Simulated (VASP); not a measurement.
# Sn2TeO2 (P-3m1) in VASP: a series of runs

Sn2TeO2 is run at these levels: PBE; tasks: single point.

Everything below comes from runs of VASP 6.6.1. Logs are shortened: lines on timing, memory, paths and dates and some standing lists are left out, and cuts for length are marked.

### Step 1. The cell of the first run

Symmetry: P-3m1, No. 164, trigonal system. Conventional cell: a = 4.083 Å, b = 4.083 Å, c = 6.774 Å, α = 90.00°, β = 90.00°, γ = 120.00°. Sn (site symmetry 3m) has 4 O at 2.11 to 2.44 Å within 2.8 Å. Te (site symmetry -3m) has 6 Sn at 3.11 Å and 6 O at 3.54 Å and 6 Te at 4.08 Å within 4.1 Å. Within 2.8 Å of O (site symmetry 3m) lie 4 Sn at 2.11 to 2.44 Å and 3 O at 2.79 Å.

### Step 2. Single point, PBE

INCAR

```
SYSTEM = Sn2TeO2
PREC = Accurate
ENCUT = 520
EDIFF = 1E-6
ISMEAR = 0
SIGMA = 0.1
LREAL = .False.
LASPH = .True.
NELM = 60
ALGO = Normal
ISIF = 2
LWAVE = .False.
LCHARG = .True.
GGA = PE
LELF = .True.
LVHAR = .True.
NBANDS = 31
```

KPOINTS

```
Automatic mesh
0
Gamma
  6 6 2
  0 0 0
```

POSCAR

```
Sn2TeO2
1.0
    4.0826783320     -0.0000000026      0.0000000000
   -2.0413391637      3.5357031523      0.0000000000
    0.0000000000      0.0000000000      6.7739757939
Sn Te O
2 1 2
Direct
    0.3333333333      0.6666666667      0.2989726236
    0.6666666667      0.3333333333      0.7010273764
    0.0000000000      0.0000000000      0.0000000000
    0.3333333333      0.6666666667      0.6102370426
    0.6666666667      0.3333333333      0.3897629574
```

Potentials or basis: VASP PAW PBE potentials, release 64 (Sn_d, Te, O).

The run is started by

```
> cat potpaw_PBE.64/Sn_d/POTCAR potpaw_PBE.64/Te/POTCAR potpaw_PBE.64/O/POTCAR > POTCAR
> mpirun -np 1 vasp_std > vasp.out
```

OUTCAR:

```text
SYSTEM = Sn2TeO2
   PREC = Accurate
   ENCUT = 520
   EDIFF = 1E-6
   ISMEAR = 0
   LREAL = .False.
   LASPH = .True.
   NELM = 60
   ISIF = 2
   GGA = PE

 ion  position               nearest neighbor table
   1  0.333  0.667  0.299-   4 2.11   5 2.44   5 2.44   5 2.44   3 3.11   3 3.11   3 3.11   2 3.60
                             2 3.60   2 3.60
   2  0.667  0.333  0.701-   5 2.11   4 2.44   4 2.44   4 2.44   3 3.11   3 3.11   3 3.11   1 3.60
                             1 3.60   1 3.60
   3  0.000  0.000  0.000-   1 3.11   2 3.11   1 3.11   2 3.11   2 3.11   1 3.11
   4  0.333  0.667  0.610-   1 2.11   2 2.44   2 2.44   2 2.44
   5  0.667  0.333  0.390-   2 2.11   1 2.44   1 2.44   1 2.44

  LATTYP: Found a hexagonal cell.
 ALAT       =     4.0826783320
 C/A-ratio  =     1.6591989971

  Lattice vectors:

 A1 = (   4.0826783320,  -0.0000000026,   0.0000000000)
 A2 = (  -2.0413391637,   3.5357031523,   0.0000000000)
 A3 = (   0.0000000000,   0.0000000000,   6.7739757939)

Analysis of symmetry for initial positions (statically):
=====================================================================
 Subroutine PRICEL returns:
 Original cell was already a primitive cell.

 Routine SETGRP: Setting up the symmetry group for a
 hexagonal supercell.

 Subroutine GETGRP returns: Found 12 space group operations
 (whereof 12 operations were pure point group operations)
 out of a pool of 24 trial point group operations.

The static configuration has the point symmetry D_3d.

Analysis of symmetry for dynamics (positions and initial velocities):
=====================================================================
 Subroutine PRICEL returns:
 Original cell was already a primitive cell.

 Routine SETGRP: Setting up the symmetry group for a
 hexagonal supercell.

 Subroutine GETGRP returns: Found 12 space group operations
 (whereof 12 operations were pure point group operations)
 out of a pool of 24 trial point group operations.

The dynamic configuration has the point symmetry D_3d.

 Subroutine INISYM returns: Found 12 space group operations
 (whereof 12 operations are pure point group operations),
 and found     1 'primitive' translations

----------------------------------------------------------------------------------------

                                     Primitive cell

  volume of cell :      97.7833

  direct lattice vectors                    reciprocal lattice vectors
[... 83 lines left out ...]
   LREAL  =      F    real-space projection
   EDIFFG = 0.1E-04   stopping-criterion for IOM
   NSW    =      0    number of steps for IOM
   IBRION =     -1    ionic relax: 0-MD 1-quasi-New 2-CG
   NFREE  =      0    steps in history (QN), initial steepest desc. (CG)
   ISIF   =      2    stress and relaxation
   ISYM   =      2    0-nonsym 1-usesym 2-fastsym
   POTIM  = 0.5000    time-step for ionic-motion
   TEBEG  =    0.0;   TEEND  =   0.0 temperature during run
   PSTRESS=    0.0 pullay stress
   NELECT =      46.0000    total number of electrons
   NUPDOWN=      -1.0000    fix difference up-down
   EMIN   =  10.00;   EMAX   =-10.00  energy-range for DOS
   EFERMI =   0.00;   METHOD = LEGACY
   ISMEAR =     0;   SIGMA  =   0.10  broadening in eV -4-tet -1-fermi 0-gaus
   EFERMI_NEDOS =   21; number of points for ismear=-14 and -15
   IALGO  =     38    algorithm
   IMIX   =      4    mixing-type and parameters
     AMIX     =   0.40;   BMIX     =  1.00
     AMIX_MAG =   1.60;   BMIX_MAG =  1.00
  volume/ion in A,a.u.               =      19.56       131.97
  Fermi-wavevector in a.u.,A,eV,Ry     =   1.273227  2.406051 22.056507  1.621108
  Thomas-Fermi vector in A             =   2.406062
   LORBIT       =      0    0 simple, 1 ext, 2 COOP (PROOUT), +10 PAW based schemes
   GGA     = PE    functional components
   LHFCALC =     F    Hartree Fock is set to
   AEXX    =    0.0000 exact exchange contribution
   IVDW    =     0    specifies the selected vdW correction
   LEPSILON=     F    determine dielectric tensor
   LRPA    =     F    only Hartree local field effects (RPA)
 non-spin polarized calculation
 Gauss-broadening in eV      SIGMA  =   0.10
  energy-cutoff  :      520.00
  volume of cell :       97.78
 maximum number of plane-waves:      2654
   NGX = 15   NGY = 15   NGZ = 25

 number of electron      46.0000017 magnetization

 Free energy of the ion-electron system (eV)
  ---------------------------------------------------
  ext. energy  EPLUGINS =         0.00000000
  ---------------------------------------------------
  free energy    TOTEN  =       -24.65300073 eV

  energy without entropy =      -24.63882973  energy(sigma->0) =      -24.64591523

 E-fermi :   7.2089     XC(G=0): -10.2318

 val. band max:        7.1795816001   @ k =   0.1667   0.0000   0.5000
 cond. band min:       7.2778229535   @ k =   0.1667   0.1667   0.0000
 fundamental gap:      0.0982413535
 Fermi energy:         7.2089076467

 k-point     1 :       0.0000    0.0000    0.0000
  band No.  band energies     occupation
      1     -14.7058      2.00000
      2     -14.5524      2.00000
      3     -14.5524      2.00000
      4     -14.5499      2.00000
      5     -14.5499      2.00000
      6     -14.5235      2.00000
[... 465 lines left out ...]
     30      13.4791      0.00000
     31      15.1957      0.00000

------------------------ aborting loop because EDIFF is reached ----------------------------------------

  FORCE on cell =-STRESS in cart. coord.  units (eV):
  Direction    XX          YY          ZZ          XY          YZ          ZX
  --------------------------------------------------------------------------------------
  -------------------------------------------------------------------------------------
  Total       -0.2326587     -0.2326587      0.0537351     -0.0000000      0.0000000     -0.0000000
  in kB       -3.8121090     -3.8121090      0.8804493     -0.0000000      0.0000000     -0.0000000
  external PRESSURE =      -2.2479229 kB  Pullay stress =       0.0000000 kB

 VOLUME and BASIS-vectors are now :
 -----------------------------------------------------------------------------
  energy-cutoff  :      520.00
  volume of cell :       97.78
      direct lattice vectors                 reciprocal lattice vectors
     4.082678332 -0.000000003  0.000000000     0.244937249  0.141414587  0.000000000
    -2.041339164  3.535703152  0.000000000     0.000000000  0.282829174  0.000000000
     0.000000000  0.000000000  6.773975794     0.000000000  0.000000000  0.147623793

 POSITION                                       TOTAL-FORCE (eV/Angst)
 -----------------------------------------------------------------------------------
      0.00000      2.35714      2.02523         0.000000      0.000000     -0.052246
      2.04134      1.17857      4.74874         0.000000     -0.000000      0.052246
      0.00000      0.00000      0.00000         0.000000     -0.000000      0.000000
      0.00000      2.35714      4.13373        -0.000000     -0.000000      0.051150
      2.04134      1.17857      2.64024         0.000000      0.000000     -0.051150
 -----------------------------------------------------------------------------------
    total drift:                                0.000000      0.000000     -0.000000

  FREE ENERGIE OF THE ION-ELECTRON SYSTEM (eV)
  ---------------------------------------------------
  free  energy   TOTEN  =       -24.6530007342 eV

  energy  without entropy=      -24.6388297329  energy(sigma->0) =      -24.64591523
```

stdout:

```text
POSCAR found type information on POSCAR SnTeO
 POSCAR found :  3 types and       5 ions
 scaLAPACK will be used
 LDA part: xc-table for (Slater+PW92), standard interpolation
 POSCAR, INCAR and KPOINTS ok, starting setup
 FFT: planning ... GRIDC
 FFT: planning ... GRID_SOFT
 FFT: planning ... GRID
 WAVECAR not read
 entering main loop
```

It took 53 s on 1 thread of Intel Xeon 6975P-C (Granite Rapids), shared host; peak memory 0.22 GiB.

What came out:

* Free energy: -24.6530 eV
* Pressure: -0.2 GPa
* Largest force: 0.052 eV/Å
* Band gap on the k mesh: zero (band 23 reaches 7.18 eV, above the bottom of band 24 at 6.84 eV)

Forces on the atoms (eV/Å):
```
Sn   0.000  0.000 -0.052
Sn   0.000  0.000  0.052
Te   0.000  0.000  0.000
O    0.000  0.000  0.051
O    0.000  0.000 -0.051
```

Caveat: the k points lie up to 0.46 Å⁻¹ apart; spin-orbit coupling is left out, which moves the levels of the heavy elements.

### Step 3. Single point, PBE

This run uses another cell than the first one, of 25.88 Å³/atom, 1.323 times its volume.

INCAR

```
SYSTEM = Sn2TeO2
PREC = Accurate
ENCUT = 520
EDIFF = 1E-6
ISMEAR = 0
SIGMA = 0.1
LREAL = .FALSE.
LASPH = .TRUE.
NELM = 100
ALGO = Normal
ISIF = 2
LWAVE = .FALSE.
LCHARG = .FALSE.
GGA = PE
NBANDS = 31
```

KPOINTS

```
regular mesh
0
G
  6 6 2
  0 0 0
```

POSCAR

```
Sn2TeO2
1.0
    4.4669176900      0.0000000000      0.0000000000
   -2.2334588400      3.8684642000      0.0000000000
    0.0000000000      0.0000000000      7.4872184400
Sn Te O
2 1 2
Direct
    0.3333333300      0.6666666700      0.2599999900
    0.6666666700      0.3333333300      0.7400000100
    0.0000000000      0.0000000000      0.0000000000
    0.3333333300      0.6666666700      0.6200000000
    0.6666666700      0.3333333300      0.3800000000
```

Potentials or basis: VASP PAW PBE potentials, release 64 (Sn_d, Te, O).

The run is started by

```
> cat potpaw_PBE.64/Sn_d/POTCAR potpaw_PBE.64/Te/POTCAR potpaw_PBE.64/O/POTCAR > POTCAR
> mpirun -np 1 vasp_std > vasp.out
```

OUTCAR:

```text
SYSTEM = Sn2TeO2
   PREC = Accurate
   ENCUT = 520
   EDIFF = 1E-6
   ISMEAR = 0
   LREAL = .FALSE.
   LASPH = .TRUE.
   NELM = 100
   ISIF = 2
   GGA = PE

 ion  position               nearest neighbor table
   1  0.333  0.667  0.260-   4 2.70   5 2.73   5 2.73   5 2.73   3 3.23   3 3.23   3 3.23
   2  0.667  0.333  0.740-   5 2.70   4 2.73   4 2.73   4 2.73   3 3.23   3 3.23   3 3.23
   3  0.000  0.000  0.000-   1 3.23   2 3.23   2 3.23   1 3.23   2 3.23   1 3.23
   4  0.333  0.667  0.620-   1 2.70   2 2.73   2 2.73   2 2.73
   5  0.667  0.333  0.380-   2 2.70   1 2.73   1 2.73   1 2.73

  LATTYP: Found a hexagonal cell.
[... 667 lines left out ...]
  -------------------------------------------------------------------------------------
  Total       -9.5481053     -9.5481053    -11.0893919     -0.0000000     -0.0000000     -0.0000000
  in kB     -118.2389991   -118.2389993   -137.3255287     -0.0000002     -0.0000000     -0.0000000
  external PRESSURE =    -124.6011757 kB  Pullay stress =       0.0000000 kB

 VOLUME and BASIS-vectors are now :
 -----------------------------------------------------------------------------
  energy-cutoff  :      520.00
  volume of cell :      129.38
      direct lattice vectors                 reciprocal lattice vectors
     4.466917690  0.000000000  0.000000000     0.223868016  0.129250259  0.000000000
    -2.233458840  3.868464200  0.000000000     0.000000000  0.258500518  0.000000000
     0.000000000  0.000000000  7.487218440     0.000000000  0.000000000  0.133560949

 POSITION                                       TOTAL-FORCE (eV/Angst)
 -----------------------------------------------------------------------------------
     -0.00000      2.57898      1.94668        -0.000000      0.000000      2.424653
      2.23346      1.28949      5.54054        -0.000000      0.000000     -2.424653
      0.00000      0.00000      0.00000        -0.000000      0.000000     -0.000000
     -0.00000      2.57898      4.64208         0.000000     -0.000000      0.216561
      2.23346      1.28949      2.84514         0.000000      0.000000     -0.216561
 -----------------------------------------------------------------------------------
    total drift:                                0.000000      0.000000      0.000000

  FREE ENERGIE OF THE ION-ELECTRON SYSTEM (eV)
  ---------------------------------------------------
  free  energy   TOTEN  =       -21.8038065456 eV

  energy  without entropy=      -21.7846025031  energy(sigma->0) =      -21.79420452
```

OSZICAR:

```text
N       E                     dE             d eps       ncg     rms          rms(c)
DAV:   1     0.457411405746E+03    0.45741E+03   -0.21618E+04   917   0.181E+03
DAV:   2     0.489506708058E+02   -0.40846E+03   -0.38936E+03   913   0.519E+02
DAV:   3    -0.228795456494E+02   -0.71830E+02   -0.69005E+02  1069   0.175E+02
DAV:   4    -0.271297121947E+02   -0.42502E+01   -0.42186E+01   967   0.463E+01
[... 10 lines left out ...]
DAV:  15    -0.218038129123E+02    0.53056E-05   -0.85792E-05  1105   0.384E-02    0.398E-02
DAV:  16    -0.218038112918E+02    0.16206E-05   -0.96814E-06   791   0.159E-02    0.235E-02
DAV:  17    -0.218038090650E+02    0.22268E-05   -0.35691E-06   819   0.140E-02    0.173E-02
DAV:  18    -0.218038073319E+02    0.17331E-05   -0.24914E-06   607   0.860E-03    0.907E-03
DAV:  19    -0.218038065456E+02    0.78630E-06   -0.28705E-06   634   0.769E-03
   1 F= -.21803807E+02 E0= -.21794205E+02  d E =-.192040E-01
```

stdout:

```text
POSCAR found type information on POSCAR SnTeO
 POSCAR found :  3 types and       5 ions
 scaLAPACK will be used
 LDA part: xc-table for (Slater+PW92), standard interpolation
 POSCAR, INCAR and KPOINTS ok, starting setup
 FFT: planning ... GRIDC
 FFT: planning ... GRID_SOFT
 FFT: planning ... GRID
 WAVECAR not read
 entering main loop
```

Wall time 76 s (1 thread of Intel Xeon 6975P-C (Granite Rapids), shared host); peak memory 0.28 GiB.

What came out:

| Item | Value |
| --- | --- |
| Free energy | -21.8038 eV |
| Pressure | -12.5 GPa |
| Largest force | 2.425 eV/Å |
| Band gap on the k mesh | zero (band 23 reaches 3.53 eV, above the bottom of band 24 at 3.50 eV) |

Forces on the atoms (eV/Å):
```
Sn   0.000  0.000  2.425
Sn   0.000  0.000 -2.425
Te   0.000  0.000  0.000
O    0.000  0.000  0.217
O    0.000  0.000 -0.217
```

Levels at points of the mesh, in eV from the Fermi level:
| k point | band 19 | band 20 | band 21 | band 22 | band 23 | band 24 | band 25 | band 26 | band 27 | band 28 |
| --- | --- | --- | --- | --- | --- | --- | --- | --- | --- | --- |
| (0.00, 0.00, 0.00) | -1.04 | -1.04 | -1.03 | -0.93 | -0.93 | 0.74 | 2.22 | 2.94 | 2.94 | 4.08 |
| (0.50, 0.00, 0.00) | -1.57 | -1.31 | -1.28 | -1.04 | -0.67 | 0.56 | 2.74 | 3.25 | 3.44 | 4.22 |
| (0.00, 0.00, 0.50) | -1.06 | -1.06 | -0.91 | -0.91 | -0.23 | 0.58 | 2.32 | 2.60 | 2.60 | 3.45 |
| (0.50, 0.00, 0.50) | -2.19 | -1.99 | -0.60 | -0.52 | -0.48 | 0.27 | 1.84 | 3.53 | 3.62 | 4.83 |

Caveat: the k points lie up to 0.42 Å⁻¹ apart; spin-orbit coupling is left out, which moves the levels of the heavy elements; forces of over 1 eV/Å act on the atoms, so gaps and moduli don't describe the material at rest.
